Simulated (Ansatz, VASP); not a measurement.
Two plane-wave programs on Mg2C3

File POSCAR:

```
Mg2C3
1.0
    2.3870223790     -2.3394118729     -0.0063441741
    2.3870223790      2.3394118729     -0.0063441741
   -1.2253611782      0.0000000000      4.8584158892
Mg C
2 3
Direct
    0.8082382625      0.8082382625      0.1984312469
    0.1917617375      0.1917617375      0.8015687531
    0.3090982514      0.3090982514      0.2674686242
    0.6958309255      0.6958309255      0.7385354501
    0.5000000000      0.5000000000      0.5000000000
```

File INCAR.step1:

```
SYSTEM = Mg2C3
  PREC = Accurate
  ENCUT = 750
  ISMEAR = 0
  SIGMA = 0.05
  LREAL = .FALSE.
  LASPH = .TRUE.
  NELM = 120
  NBANDS = 24
  GGA = PE
  ALGO = Normal
  EDIFF = 1E-5
  LWAVE = .TRUE.
  LCHARG = .FALSE.
  GGA_COMPAT = .FALSE.
```

Contents of INCAR.step2:

```
SYSTEM = Mg2C3
  PREC = Accurate
  ENCUT = 750
  EDIFF = 1E-6
  ISMEAR = 0
  SIGMA = 0.05
  LREAL = .FALSE.
  LASPH = .TRUE.
  NELM = 120
  ALGO = Normal
  ISIF = 2
  LWAVE = .FALSE.
  LCHARG = .FALSE.
  METAGGA = R2SCAN
  LMIXTAU = .TRUE.
  NBANDS = 24
  ISTART = 1
  GGA_COMPAT = .FALSE.
```

KPOINTS

```
Automatic mesh
0
G
  8 8 6
  0 0 0
```

Input for Ansatz:

```yaml
crystal:
  lattice:
    - [2.387022379, -2.3394118729, -0.0063441741]
    - [2.387022379, 2.3394118729, -0.0063441741]
    - [-1.2253611782, 0.0, 4.8584158892]
  atoms:
    - { symbol: Mg, position: [0.8082382625, 0.8082382625, 0.1984312469] }
    - { symbol: Mg, position: [0.1917617375, 0.1917617375, 0.8015687531] }
    - { symbol: C, position: [0.3090982514, 0.3090982514, 0.2674686242] }
    - { symbol: C, position: [0.6958309255, 0.6958309255, 0.7385354501] }
    - { symbol: C, position: [0.5, 0.5, 0.5] }
basis:
  ecutwfc: 500
kpoints:
  mp_grid: { grid: [8, 8, 6] }
hamiltonian:
  xc: r2scan
scf:
  occupations: { method: gaussian, width: 0.05 }
output:
  forces: true
  stress: true
  eigenvalues: true
```

Alike in both runs: task single point; functional r2SCAN; k mesh 8 × 8 × 6; occupations gaussian, width 0.05 eV; no spin polarisation.

|  | VASP | Ansatz |
| --- | --- | --- |
| version | VASP 6.6.1 | Ansatz 0.2.0 |
| potentials or method | VASP PAW PBE potentials, release 64 (Mg_sv, C), cutoff 750 eV | scalar-relativistic, plane waves, PAW |
| valence electrons in the cell | 32 | 32 |

|  | VASP | Ansatz | Ansatz less VASP |
| --- | --- | --- | --- |
| gap on the k mesh at the Fermi level (eV) | 1.93 | 1.93 | -0.005 |
| least direct gap on the mesh (eV) | 2.70 | 2.69 | -0.009 |
| rms of the force components (eV/Å) | 0.696 | 0.674 | -0.0228 |

VASP's potentials were made for PBE, not for r2SCAN. Atom by atom the forces differ by 0.030 eV/Å (rms over components).
